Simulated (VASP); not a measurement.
Wanted: the native input for a VASP 6.6.1 run.

* Task: single point
* Functional: PBEsol
* Potentials or basis: VASP PAW PBE potentials, release 64 (In_d, Ga_d, P)
* Cutoff: 520 eV
* k mesh: 6 × 6 × 4
* Occupations: gaussian, width 0.1 eV
* Spin: no spin polarisation
* Dipole correction: no
* Further INCAR settings: ALGO = Normal; EDIFF = 1e-06; NBANDS = 46

The structure of InGa3P4 (vca) lies in POSCAR:

```
InGa3P4
1.0
    0.0000000000      2.7777500000     -2.7777500000
   -2.7777500000     -5.5555000000     -2.7777500000
   -5.5555000000      2.7777500000      2.7777500000
In Ga P
1 3 4
Direct
    0.7500000000      0.5000000000      0.2500000000
    0.0000000000      0.0000000000      0.0000000000
    0.2500000000      0.5000000000      0.7500000000
    0.5000000000      0.0000000000      0.5000000000
    0.3125000000      0.6250000000      0.4375000000
    0.5625000000      0.1250000000      0.1875000000
    0.8125000000      0.6250000000      0.9375000000
    0.0625000000      0.1250000000      0.6875000000
```

The input as run:

INCAR

```
PREC = Accurate
ENCUT = 520
EDIFF = 1E-6
ISMEAR = 0
SIGMA = 0.1
LREAL = False
LASPH = True
NELM = 100
ALGO = Normal
ISIF = 2
LWAVE = False
LCHARG = False
GGA = PS
NBANDS = 46
```

KPOINTS

```
regular mesh
0
Gamma
  6 6 4
```

Potentials or basis: VASP PAW PBE potentials, release 64 (In_d, Ga_d, P).

Launch:

```console
$ cat potpaw_PBE.64/In_d/POTCAR potpaw_PBE.64/Ga_d/POTCAR potpaw_PBE.64/P/POTCAR > POTCAR
$ mpirun -np 1 vasp_std > vasp.out
```

It gave:

- Pressure: 0.5 GPa
- Largest force: 1.844 eV/Å
- Band gap on the k mesh: 1.19 eV, direct

Caveat: the PAW data sets were made with another functional, which shifts forces and pressure a little; spin-orbit coupling is left out, which moves the levels of the heavy elements.

Run time: 4.9 min on 1 thread of Intel(R) Xeon(R) Platinum 8488C (Sapphire Rapids), with other jobs on the host, peak memory 0.47 GiB.
